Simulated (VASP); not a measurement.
A run of VASP 6.6.1 is set up as follows.

File INCAR:

```
ALGO     = Normal         # electronic algorithm
EDIFF    = 1E-6           # SCF threshold, eV
ENCUT    = 500            # plane-wave cutoff, eV
GGA      = PE             # functional
GGA_COMPAT= F            
ISIF     = 2              # what is computed and relaxed
ISMEAR   = 0              # smearing method
LASPH    = T              # aspherical terms in the spheres
LCHARG   = F              # write CHGCAR
LREAL    = F              # projectors in reciprocal space
LWAVE    = F              # write WAVECAR
NBANDS   = 24             # bands
NELM     = 120            # most SCF steps
PREC     = Accurate       # precision mode
SIGMA    = 0.1            # smearing width, eV
```

KPOINTS

```
k-points
0
Gamma
  15 15 15
```

Contents of POSCAR:

```
As
1.0
   -1.8341207573      3.1767903389     -3.5602713458
    3.6682415147      0.0000000000     -3.5602713458
   -1.8341207574     -3.1767903389     -3.5602713458
As
6
Direct
    0.5833333333      0.9166666667      0.2500000000
    0.2500000000      0.5833333333      0.9166666667
    0.9166666667      0.2500000000      0.5833333333
    0.7500000000      0.4166666667      0.0833333333
    0.4166666667      0.0833333333      0.7500000000
    0.0833333333      0.7500000000      0.4166666667
```

Potentials or basis: VASP PAW PBE potentials, release 64 (As).

Command:

```sh
$ cat potpaw_PBE.64/As/POTCAR > POTCAR
$ mpirun -np 1 vasp_std > vasp.out
```

(1) What does it give for the pressure?

(2) Estimate the band gap on the k mesh.

Results:

(1) 0.2 GPa.

(2) zero (bands 15 and 16 overlap by 2.25 eV).
